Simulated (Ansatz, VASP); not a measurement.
Two plane-wave programs on WS2

```
W S
1.0
     1.57900    0.91164    6.16333
    -1.57900    0.91164    6.16333
     0.00000   -1.82327    6.16333
W S
1 2
Cartesian
  0.0000 0.0763 -0.0647
  0.0000 0.0000 13.8730
  0.0000 0.0000 10.7427
```

Change from the starting cell: all W atoms moved -0.100 Å, as atom 1 towards its neighbour atom 2 (S) at 2.391 Å.

Alike in both runs: task single point; functional r2SCAN; k mesh 12 × 12 × 12; occupations gaussian, width 0.05 eV; no spin polarisation.

|  | VASP | Ansatz |
| --- | --- | --- |
| version | VASP 6.6.1 | Ansatz 0.2.0 |
| potentials or method | VASP PAW PBE potentials, release 64 (W_sv, S), cutoff 520 eV | scalar-relativistic, plane waves, PAW |
| valence electrons in the cell | 26 | 26 |

|  | VASP | Ansatz | Ansatz less VASP |
| --- | --- | --- | --- |
| gap on the k mesh at the Fermi level (eV) | 1.06 | 1.04 | -0.014 |
| least direct gap on the mesh (eV) | 1.97 | 1.96 | -0.010 |
| pressure (GPa) | 3.4 | 3.2 | -0.20 |
| traceless stress, the component that is largest in VASP (GPa) | 1.94 | 1.90 | -0.040 |
| rms of the force components (eV/Å) | 0.940 | 0.939 | -0.0001 |

VASP's potentials were made for PBE, not for r2SCAN. Atom by atom the forces differ by 0.011 eV/Å (rms over components).

Spin-orbit coupling is off throughout.
